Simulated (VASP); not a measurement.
Si2Ni:

```xyz
3
Lattice="0.0000 2.6932 2.6932 2.6932 0.0000 2.6932 2.6932 2.6932 0.0000" Properties=species:S:1:pos:R:3 pbc="T T T"
Si    1.3466    1.3466    1.3466
Si    4.0397    4.0397    4.0397
Ni    0.0000    0.0000    0.0000
```

- Program: VASP 6.6.1
- Task: relaxation of cell and atoms
- Functional: PBE
- Potentials or basis: VASP PAW PBE potentials, release 64 (Si, Ni)
- Cutoff: 600 eV
- k mesh: 6 × 6 × 6
- Occupations: gaussian, width 0.1 eV
- Spin: no spin polarisation

At the start: pressure 5.7 GPa; volume 13.02 Å³/atom.

Task: How do energy, volume and symmetry change on relaxing?

Result: Over 3 steps the energy falls by 8.0 meV/atom and the volume is 13.49 Å³/atom (+3.6 %); space group Fm-3m (No. 225, to 0.05 Å).

Step by step:
| step | energy change (eV) | largest force (eV/Å) | pressure (GPa) | volume (Å³) |
| --- | --- | --- | --- | --- |
| 1 | 0.0000 | 0.0000 | 5.68 | 39.07 |
| 2 | -0.0068 | 0.0000 | -4.23 | 41.74 |
| 3 | -0.0241 | 0.0000 | -0.01 | 40.48 |

Final structure:
```
Si Ni
1.0
     0.00000    2.72515    2.72515
     2.72515    0.00000    2.72515
     2.72515    2.72515    0.00000
Si Ni
2 1
Direct
  0.25000 0.25000 0.25000
  0.75000 0.75000 0.75000
  0.00000 0.00000 0.00000
```
